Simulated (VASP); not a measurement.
A run of VASP 6.6.1 is set up as follows.

File INCAR:

```
PREC     = Accurate       # precision mode
ENCUT    = 520            # plane-wave cutoff, eV
EDIFF    = 1E-6           # SCF threshold, eV
ISMEAR   = -1             # smearing method
SIGMA    = 0.05           # smearing width, eV
LREAL    = F              # projectors in reciprocal space
LASPH    = T              # aspherical terms in the spheres
NELM     = 80             # most SCF steps
ALGO     = Normal         # electronic algorithm
ISIF     = 2              # what is computed and relaxed
LWAVE    = F              # write WAVECAR
LCHARG   = F              # write CHGCAR
GGA      = PE             # functional
NBANDS   = 21             # bands
```

The input KPOINTS:

```
Automatic mesh
0
Gamma
  14 14 14
```

POSCAR

```
GeW
1.0
    0.0000000000      2.1427350203      2.1427350203
    2.1427350203      0.0000000000      2.1427350203
    2.1427350203      2.1427350203      0.0000000000
W Ge
1 1
Direct
    0.0000000000      0.0000000000      0.0000000000
    0.2500000000      0.2500000000      0.2500000000
```

Potentials or basis: VASP PAW PBE potentials, release 64 (W_sv, Ge_d).

Command:

```bash
$ cat potpaw_PBE.64/W_sv/POTCAR potpaw_PBE.64/Ge_d/POTCAR > POTCAR
$ mpirun -np 1 vasp_std > vasp.out
```

Estimate the pressure.

548.5 GPa.

Estimate the band gap on the k mesh.

zero (band 14 reaches 18.32 eV, above the bottom of band 15 at 15.95 eV).

Caveat: spin-orbit coupling is left out, which moves the levels of the heavy elements.
